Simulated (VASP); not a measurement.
Here is a VASP 6.6.1 calculation.

Contents of INCAR:

```
PREC = Accurate
ENCUT = 520
EDIFF = 1E-6
ISMEAR = 0
SIGMA = 0.1
LREAL = False
LASPH = True
NELM = 60
ALGO = Fast
ISIF = 2
LWAVE = False
LCHARG = False
GGA = PE
NBANDS = 43
```

KPOINTS

```
regular mesh
0
Gamma
  6 6 6
```

The input POSCAR:

```
Si3Sn4
1.0
    5.9075982352      0.0000000000      0.0000000000
    0.0000000000      5.9075982352      0.0000000000
    0.0000000000      0.0000000000      5.9075982352
Si Sn
3 4
Direct
    0.0000000000      0.5000000000      0.0000000000
    0.5000000000      0.0000000000      0.0000000000
    0.0000000000      0.0000000000      0.5000000000
    0.7351174748      0.7351174748      0.2648825252
    0.7351174748      0.2648825252      0.7351174748
    0.2648825252      0.7351174748      0.7351174748
    0.2648825252      0.2648825252      0.2648825252
```

Potentials or basis: VASP PAW PBE potentials, release 64 (Si, Sn_d).

Launch:

```sh
$ cat potpaw_PBE.64/Si/POTCAR potpaw_PBE.64/Sn_d/POTCAR > POTCAR
$ mpirun -np 1 vasp_std > vasp.out
```

(1) What does it give for the pressure?

(2) What does it give for the band gap on the k mesh?

(3) Predict the largest force.

Answers

(1) -0.1 GPa.

(2) zero (band 34 reaches 6.03 eV, above the bottom of band 35 at 5.02 eV).

(3) 0.007 eV/Å.

Caveat: spin-orbit coupling is left out, which moves the levels of the heavy elements.
